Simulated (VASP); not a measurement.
Write the native input for VASP 6.6.1 that does the following.

```yaml
Task: relaxation of cell and atoms
Functional: LDA
Potentials_or_basis: VASP PAW LDA potentials, release 64 (V_sv)
Cutoff: 600 eV
k_mesh: 20 × 20 × 20
Occupations: gaussian, width 0.1 eV
Spin: no spin polarisation
Dipole_correction: no
Further_INCAR_settings: ALGO = Normal; EDIFF = 1e-06; IBRION = 2; EDIFFG = -0.002; NSW = 100; ISIF = 3
```

The structure of V lies in POSCAR:

```
V
1.0
   -1.4672033618      1.4672033618      1.4672033618
    1.4672033618     -1.4672033618      1.4672033618
    1.4672033618      1.4672033618     -1.4672033618
V
1
Direct
    0.0000000000      0.0000000000      0.0000000000
```

These files were run (other wordings do the same):

INCAR

```
PREC = Accurate
ENCUT = 600
EDIFF = 1E-6
ISMEAR = 0
SIGMA = 0.1
LREAL = False
LASPH = True
NELM = 100
ALGO = Normal
ISIF = 3
LWAVE = False
LCHARG = False
IBRION = 2
NSW = 100
EDIFFG = -0.002
```

KPOINTS

```
Automatic mesh
0
Gamma
  20 20 20
```

Potentials or basis: VASP PAW LDA potentials, release 64 (V_sv).

The run is started by

```bash
$ cat potpaw_LDA.64/V_sv/POTCAR > POTCAR
$ mpirun -np 1 vasp_std > vasp.out
```

It gave:

| Item | Value |
| --- | --- |
| Relaxed volume | 12.56 Å³/atom |
| Relaxed cell | a = 2.536 Å, b = 2.536 Å, c = 2.536 Å, α = 109.47°, β = 109.47°, γ = 109.47° |
| Space group after relaxing (to 0.1 Å) | Im-3m (No. 229) |
| Energy gained by relaxing | 0.3 meV/atom |
| Ionic steps | 5 |
| Pressure after relaxing | 0.0 GPa |
| Band gap on the k mesh | zero (an odd number of electrons rules out a gap without spin polarisation) |

Wall time 44 s on 1 thread of AMD EPYC 9R45 96-Core Processor (Zen 5), with other jobs on the host, peak memory 0.12 GiB.
